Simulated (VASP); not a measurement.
P:

```
CELL_PARAMETERS angstrom
2.23228 0.00000 0.00000
0.00000 2.23228 0.00000
0.00000 0.00000 2.23228
ATOMIC_POSITIONS crystal
P 0.00000 0.00000 0.00000
```

```yaml
Program: VASP 6.6.1
Task: relaxation of cell and atoms
Functional: PBE
Potentials_or_basis: VASP PAW PBE potentials, release 64 (P)
Cutoff: 500 eV
k_mesh: 15 × 15 × 15
Occupations: fermi-dirac, width 0.03 eV
Spin: no spin polarisation
```

At the start: pressure 54.5 GPa; volume 11.12 Å³/atom.

Q: Where does the relaxation end?

A: Over 19 steps the energy falls by 476.5 meV/atom and the volume is 14.60 Å³/atom (+31.3 %); space group Pm-3m (No. 221, to 0.05 Å).

Step by step:
```tsv
step	energy change (eV)	largest force (eV/Å)	pressure (GPa)	volume (Å³)
1	0.0000	0.0000	54.48	11.12
2	-0.2635	0.0000	-15.29	18.39
3	-0.4760	0.0000	-1.09	14.74
4	-0.4765	0.0000	-0.30	14.64
5	-0.4765	0.0000	0.32	14.57
6	-0.4765	0.0000	0.32	14.57
7	-0.4765	0.0000	0.31	14.57
8	-0.4765	0.0000	0.31	14.57
9	-0.4765	0.0000	0.31	14.57
10	-0.4765	0.0000	0.31	14.57
11	-0.4765	0.0000	0.31	14.57
12	-0.4765	0.0000	0.31	14.57
13	-0.4765	0.0000	0.30	14.57
14	-0.4765	0.0000	0.30	14.57
15	-0.4765	0.0000	0.29	14.57
16	-0.4765	0.0000	0.27	14.57
17	-0.4765	0.0000	0.24	14.58
18	-0.4765	0.0000	0.17	14.59
19	-0.4765	0.0000	0.03	14.60
```

Final structure:
```xyz
1
Lattice="2.4442 0.0000 0.0000 0.0000 2.4442 0.0000 0.0000 0.0000 2.4442" Properties=species:S:1:pos:R:3 pbc="T T T"
P     0.0000    2.4442    0.0000
```

Caveat: the volume moved by over 15 % at a fixed basis, so the end points are rough.
